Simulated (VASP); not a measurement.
Write the native input for VASP 6.6.1 that does the following.

- Task: single point
- Functional: PBEsol
- Potentials or basis: VASP PAW PBE potentials, release 64 (Al, O)
- Cutoff: 520 eV
- k mesh: 6 × 6 × 6
- Occupations: gaussian, width 0.05 eV
- Spin: no spin polarisation
- Dipole correction: no
- Further INCAR settings: ALGO = Normal; EDIFF = 1e-06; NBANDS = 35

The structure of Al2O3 lies in POSCAR:

```
Al2O3
1.0
    2.4634520990      1.4222747325      4.7230945943
   -2.4634520990      1.4222747325      4.7230945943
    0.0000000000     -2.8445494649      4.7230945943
Al O
4 6
Direct
    0.8520350473      0.8520350473      0.8520350473
    0.6479649527      0.6479649527      0.6479649527
    0.1479649527      0.1479649527      0.1479649527
    0.3520350473      0.3520350473      0.3520350473
    0.0558571577      0.4441428423      0.7500000000
    0.7500000000      0.0558571577      0.4441428423
    0.4441428423      0.7500000000      0.0558571577
    0.9441428423      0.5558571577      0.2500000000
    0.2500000000      0.9441428423      0.5558571577
    0.5558571577      0.2500000000      0.9441428423
```

These files were run (other wordings do the same):

INCAR

```
ALGO = Normal
EDIFF = 1E-6
ENCUT = 520
GGA = PS
ISIF = 2
ISMEAR = 0
LASPH = True
LCHARG = False
LREAL = False
LWAVE = False
NBANDS = 35
NELM = 100
PREC = Accurate
SIGMA = 0.05
```

KPOINTS

```
k-points
0
Gamma
  6 6 6
```

Potentials or basis: VASP PAW PBE potentials, release 64 (Al, O).

Command:

```bash
$ cat potpaw_PBE.64/Al/POTCAR potpaw_PBE.64/O/POTCAR > POTCAR
$ mpirun -np 1 vasp_std > vasp.out
```

It gave:

| Quantity | Value |
| --- | --- |
| Pressure | -26.2 GPa |
| Largest force | 0.075 eV/Å |
| Band gap on the k mesh | 4.13 eV |

Caveat: the stress differs along the axes, from -37 to -21 GPa; the PAW data sets were made with another functional, which shifts forces and pressure a little.

Run time: 83 s on 1 thread of Intel(R) Xeon(R) Platinum 8488C (Sapphire Rapids), with other jobs on the host, peak memory 0.28 GiB.
